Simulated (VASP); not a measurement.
Runs of VASP 6.6.1 on Pt. The structure is that of space group Fm-3m (No. 225), or close to it. The cells are those of the table. 

| task | spin | cell | k mesh | cutoff (eV) | gap on the mesh (eV) | pressure (GPa) |
| --- | --- | --- | --- | --- | --- | --- |
| single point | off | a = 2.734 Å, angles 60.0°, 1 atom | 23 × 23 × 23 | 520 | none | 12.7 |
| single point | off | a = 2.695 Å, angles 60.0°, 1 atom | 23 × 23 × 23 | 520 | none | 29.5 |
| single point | off | a = 2.771 Å, angles 60.0°, 1 atom | 23 × 23 × 23 | 520 | none | -0.3 |
| single point | off | a = 2.878 Å, angles 60.0°, 1 atom | 23 × 23 × 23 | 520 | none | -24.1 |
| single point | off | a = 2.771 Å, angles 60.0°, 1 atom | 14 × 14 × 14 | 520 | none | (a) |
| single point | off | a = 2.843 Å, angles 60.0°, 1 atom | 23 × 23 × 23 | 520 | none | -18.1 |
| single point | off | a = 2.808 Å, angles 60.0°, 1 atom | 23 × 23 × 23 | 520 | none | -10.4 |
| relaxation of cell and atoms | off | relaxed from a = 2.774 Å, angles 60.0°, 1 atom | 14 × 14 × 14 | 600 | none | 0.0 |
| single point | non-collinear, zero start, SOC | a = 2.771 Å, angles 60.0°, 1 atom | 14 × 14 × 14 | 520 | - | 0.3 |
| single point | off | a = 2.656 Å, angles 60.0°, 1 atom | 23 × 23 × 23 | 520 | none | (b) |

Alike in all rows: level PBEsol; potentials or basis VASP PAW PBE potentials, release 64 (Pt); smearing fermi-dirac 0.1 eV.

**Question.** Estimate the missing entries.

**Answer.** (a) -0.4; (b) 51.2.

Caveats: the PAW data sets were made with another functional, which shifts forces and pressure a little; spin-orbit coupling is left out, which moves the levels of the heavy elements (some runs).

A k mesh can miss the band edges, and rows without SOC leave out spin-orbit coupling on Pt.

A gap of «none» marks levels without a gap at the run's occupations.
